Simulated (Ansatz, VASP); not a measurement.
# NiGe15 in VASP and in Ansatz

```
Ni Ge
1.0
     0.00000    5.65754    5.65754
     5.65754    0.00000    5.65754
     5.65754    5.65754    0.00000
Ni Ge
1 15
Direct
  0.00000 0.00000 0.00000
  0.00453 0.00453 0.49547
  0.00453 0.49547 0.00453
  0.00453 0.49547 0.49547
  0.49547 0.00453 0.00453
  0.49547 0.00453 0.49547
  0.49547 0.49547 0.00453
  0.50000 0.50000 0.50000
  0.11568 0.11568 0.11568
  0.11568 0.11568 0.65297
  0.11568 0.65297 0.11568
  0.11934 0.62689 0.62689
  0.65297 0.11568 0.11568
  0.62689 0.11934 0.62689
  0.62689 0.62689 0.11934
  0.62689 0.62689 0.62689
```

Alike in both runs: task single point; functional PBEsol; k mesh 3 × 3 × 3; occupations gaussian, width 0.05 eV; no spin polarisation; Hubbard terms Ni d U = 5.0 eV.

```csv
,VASP,Ansatz
version,VASP 6.6.1,Ansatz 0.2.0
potentials or method,"VASP PAW PBE potentials, release 64 (Ni, Ge_d), cutoff 520 eV","scalar-relativistic, plane waves, PAW"
valence electrons in the cell,220,228
```

VASP gave:

| Item | Value |
| --- | --- |
| gap on the k mesh at the Fermi level (eV) | none |
| pressure (GPa) | -1.7 |
| rms of the force components (eV/Å) | 0.066 |

**Question.** What did Ansatz give for the same quantities?

**Answer.** gap on the k mesh at the Fermi level (eV): none; pressure (GPa): -1.3; rms of the force components (eV/Å): 0.006.

VASP's potentials were made for PBE, not for PBEsol. The programs project onto different local orbitals, so the same U acts differently, and such runs can settle in different states. Atom by atom the forces differ by 0.062 eV/Å (rms over components). A gap of «none» marks a metal or a gap that the smearing closes. VASP's potentials hold 220 valence electrons a cell and Ansatz's 228, so a difference there can come from the potentials and not from the codes. Ansatz's warnings: filled band counts differ across k points.
